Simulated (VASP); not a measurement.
A run of VASP 6.6.1:

Contents of INCAR:

```
SYSTEM = InP
PREC = Accurate ; ENCUT = 520
EDIFF = 1E-7 ; ISMEAR = -1
SIGMA = 0.02 ; LREAL = .FALSE.
LASPH = .TRUE. ; NELM = 60
ALGO = Normal ; ISIF = 2
LWAVE = .FALSE. ; LCHARG = .FALSE.
GGA = PE ; NBANDS = 16
```

File KPOINTS:

```
Automatic mesh
0
G
  8 8 8
  0 0 0
```

POSCAR

```
InP
1.0
    0.0000000000      2.7984427617      2.9538133435
    2.9538133435      0.0000000000      2.9538133435
    2.9538133435      2.7984427617      0.0000000000
In P
1 1
Direct
    0.0000000000      0.0000000000      0.0000000000
    0.2500000000      0.2500000000      0.2500000000
```

Potentials or basis: VASP PAW PBE potentials, release 64 (In_d, P).

Run with:

```sh
$ cat potpaw_PBE.64/In_d/POTCAR potpaw_PBE.64/P/POTCAR > POTCAR
$ mpirun -np 1 vasp_std > vasp.out
```

Hardware: 1 thread of AMD EPYC 7R13 (shared host).

Problem. How long does it take, and how much memory?

Solution. Run time: 63 s on 1 thread of AMD EPYC 7R13 (shared host), peak memory 0.17 GiB. Counts: scf iterations 14, k points 59.
